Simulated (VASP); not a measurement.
Write the native input for VASP 6.6.1 that does the following.

```
Task                   : single point
Functional             : PBEsol
Potentials or basis    : VASP PAW PBE potentials, release 64 (Ta_pv, F)
Cutoff                 : 520 eV
k mesh                 : 12 × 12 × 12
Occupations            : gaussian, width 0.15 eV
Spin                   : no spin polarisation
Dipole correction      : no
Further INCAR settings : ALGO = Normal; EDIFF = 1e-06; NBANDS = 24
```

The structure of TaF3 lies in POSCAR:

```
TaF3
1.0
    3.8426820000      0.0000000000      0.0000000000
    0.0000000000      3.8426820000      0.0000000000
    0.0000000000      0.0000000000      3.7841640000
Ta F
1 3
Direct
    0.0000000000      0.0000000000      0.0000000000
    0.5000000000      0.0000000000      0.0000000000
    0.0000000000      0.5000000000      0.0000000000
    0.0000000000      0.0000000000      0.5000000000
```

This cell differs from its parent crystal: strain -0.015 along x and y, -0.030 along z.

These files were run (other wordings do the same):

INCAR

```
SYSTEM = TaF3
PREC     = Accurate       ! precision mode
ENCUT    = 520            ! plane-wave cutoff, eV
EDIFF    = 1E-6           ! SCF threshold, eV
ISMEAR   = 0              ! smearing method
SIGMA    = 0.15           ! smearing width, eV
LREAL    = .False.        ! projectors in reciprocal space
LASPH    = .True.         ! aspherical terms in the spheres
NELM     = 60             ! most SCF steps
ALGO     = Normal         ! electronic algorithm
ISIF     = 2              ! what is computed and relaxed
LWAVE    = .False.        ! write WAVECAR
LCHARG   = .False.        ! write CHGCAR
GGA      = PS             ! functional
NBANDS   = 24             ! bands
```

KPOINTS

```
regular mesh
0
Gamma
  12 12 12
  0 0 0
```

Potentials or basis: VASP PAW PBE potentials, release 64 (Ta_pv, F).

Run with:

```sh
$ cat potpaw_PBE.64/Ta_pv/POTCAR potpaw_PBE.64/F/POTCAR > POTCAR
$ mpirun -np 1 vasp_std > vasp.out
```

It gave:

```json
{
  "Pressure": "35.0 GPa",
  "Band gap on the k mesh": "zero (bands 16 and 17 overlap by 3.37 eV)"
}
```

Caveat: the cell differs from its parent crystal (strain -0.015 along x and y, -0.030 along z); the cell stands under pressure; the PAW data sets were made with another functional, which shifts forces and pressure a little; spin-orbit coupling is left out, which moves the levels of the heavy elements.

Run time: 3.1 min on 1 thread of Intel(R) Xeon(R) Platinum 8259CL CPU @ 2.50GHz (Skylake/Cascade Lake), on a shared host, peak memory 0.33 GiB.
